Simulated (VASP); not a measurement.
## SrO: single point with PBEsol

SrO:

```
CELL_PARAMETERS angstrom
2.58706 2.58706 0.00000
-2.58706 2.58706 0.00000
0.00000 2.58706 2.54816
ATOMIC_POSITIONS crystal
Sr 0.50000 0.50000 0.00000
O 0.00000 0.00000 0.00000
```

This cell differs from its parent crystal: in-plane strain +0.01, then relaxed in part.

```yaml
Program: VASP 6.6.1
Task: single point
Functional: PBEsol
Potentials_or_basis: VASP PAW PBE potentials, release 64 (Sr_sv, O)
Cutoff: 520 eV
k_mesh: 8 × 8 × 8
Occupations: gaussian, width 0.01 eV
Spin: no spin polarisation
```

```
Pressure               : -0.7 GPa
Band gap on the k mesh : 3.08 eV, indirect (least direct gap 3.22 eV)
```

Stress tensor (GPa, compression positive):
```
-1.39  0.00  0.00
 0.00 -1.39  0.00
 0.00  0.00  0.65
```

Levels at points of the mesh, in eV from the valence-band top:
```csv
k point,band 6,band 7,band 8,band 9,band 10,band 11
"(0.00, 0.00, 0.00)",-0.06,-0.06,0.00,3.75,6.08,6.08
"(0.50, 0.00, 0.00)",-2.26,-1.19,-1.18,6.44,8.22,8.78
"(0.50, 0.50, 0.00)",-0.51,-0.15,-0.08,3.14,7.69,10.13
"(0.00, 0.00, 0.50)",-0.42,-0.15,-0.15,3.08,7.70,10.13
```

Run time: 17 s on 1 thread of AMD EPYC 9R45 96-Core Processor (Zen 5), with other jobs on the host, peak memory 0.14 GiB.

Caveat: the cell differs from its parent crystal (in-plane strain +0.01, then relaxed in part); the PAW data sets were made with another functional, which shifts forces and pressure a little. A k mesh can miss the band edges.
